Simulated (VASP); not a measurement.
# Zn: relaxation of cell and atoms with LDA

Zn:

```
Zn
1.0
     0.00000    1.89249    1.89249
     1.89249    0.00000    1.89249
     1.89249    1.89249    0.00000
Zn
1
Direct
  0.00000 0.00000 0.00000
```

| Item | Value |
| --- | --- |
| Program | VASP 6.6.1 |
| Task | relaxation of cell and atoms |
| Functional | LDA |
| Potentials or basis | VASP PAW LDA potentials, release 64 (Zn) |
| Cutoff | 500 eV |
| k mesh | 18 × 18 × 18 |
| Occupations | fermi-dirac, width 0.08 eV |
| Spin | no spin polarisation |
| Dipole correction | no |
| Further INCAR settings | ALGO = Normal; EDIFF = 1e-07; IBRION = 2; EDIFFG = -0.005; NSW = 60; ISIF = 3 |

```json
{"Relaxed volume": "13.61 Å³/atom", "Relaxed cell": "a = 2.680 Å, b = 2.680 Å, c = 2.680 Å, α = 60.00°, β = 60.00°, γ = 60.00°", "Space group after relaxing (to 0.05 Å)": "Fm-3m (No. 225)", "Energy gained by relaxing": "0.1 meV/atom", "Ionic steps": "3", "Pressure after relaxing": "0.0 GPa", "Band gap on the k mesh": "zero (band 6 reaches 5.44 eV, above the bottom of band 7 at 2.44 eV)"}
```

Final structure:
```xyz
1
Lattice="0.0000 1.8950 1.8950 1.8950 0.0000 1.8950 1.8950 1.8950 0.0000" Properties=species:S:1:pos:R:3 pbc="T T T"
Zn    0.0000    0.0000    0.0000
```

Levels at points of the mesh, in eV from the Fermi level:
| k point | band 4 | band 5 | band 6 | band 7 | band 8 | band 9 |
| --- | --- | --- | --- | --- | --- | --- |
| (0.00, 0.00, 0.00) | -7.97 | -7.50 | -7.50 | 19.72 | 19.72 | 19.72 |
| (0.50, 0.00, 0.00) | -7.15 | -7.15 | -3.31 | -1.20 | 16.45 | 16.45 |
| (0.50, 0.50, 0.00) | -7.07 | -7.07 | -1.24 | 2.15 | 8.96 | 8.96 |

Wall time 38 s on 1 thread of Intel(R) Xeon(R) Platinum 8488C (Sapphire Rapids), with other jobs on the host, peak memory 0.14 GiB.
